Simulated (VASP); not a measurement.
## TiO2 (Rutile): single point with PBE

The system is TiO2 (Rutile).

```
Ti O
1.0
     4.56138    0.00000    0.00000
     0.00000    4.56138    0.00000
     0.00000    0.00000    2.93755
Ti O
2 4
Direct
  0.00000 0.00000 0.00000
  0.50000 0.50000 0.50000
  0.30496 0.30496 0.00000
  0.19504 0.80496 0.50000
  0.69504 0.69504 0.00000
  0.80496 0.19504 0.50000
```

```yaml
Program: VASP 6.6.1
Task: single point
Functional: PBE
Potentials_or_basis: VASP PAW PBE potentials, release 64 (Ti_sv, O)
Cutoff: 520 eV
k_mesh: 4 × 4 × 6
Occupations: gaussian, width 0.01 eV
Spin: no spin polarisation
```

```yaml
Pressure: 11.4 GPa
Largest_force: 0.230 eV/Å
Band_gap_on_the_k_mesh: 1.92 eV, direct
```

Forces on the atoms (eV/Å):
```
Ti   0.000  0.000  0.000
Ti   0.000  0.000  0.000
O   -0.163 -0.163  0.000
O    0.163 -0.163  0.000
O    0.163  0.163  0.000
O   -0.163  0.163  0.000
```

Stress tensor (GPa, compression positive):
```
11.09  0.00  0.00
 0.00 11.09  0.00
 0.00  0.00 11.99
```

Levels at points of the mesh, in eV from the valence-band top:
```csv
k point,band 21,band 22,band 23,band 24,band 25,band 26,band 27,band 28
"(0.00, 0.00, 0.00)",-0.70,-0.45,-0.45,0.00,1.92,2.24,2.47,2.57
"(0.50, 0.00, 0.00)",-1.66,-1.66,-0.76,-0.76,2.62,2.62,3.11,3.11
"(0.50, 0.50, 0.00)",-1.31,-1.31,-1.05,-1.05,1.97,1.97,2.59,2.59
"(0.00, 0.00, 0.50)",-2.44,-2.44,-1.44,-1.44,3.05,3.05,3.26,3.26
"(0.50, 0.00, 0.50)",-2.08,-2.08,-1.06,-1.06,1.95,1.95,3.29,3.29
"(0.50, 0.50, 0.50)",-1.32,-1.32,-0.67,-0.67,2.65,2.65,3.31,3.31
```

Wall time 79 s on 1 thread of Intel Xeon 8259CL, with other jobs on the host, peak memory 0.19 GiB.

A k mesh can miss the band edges. A hybrid or GW would open this gap; PBE tends to underestimate it.
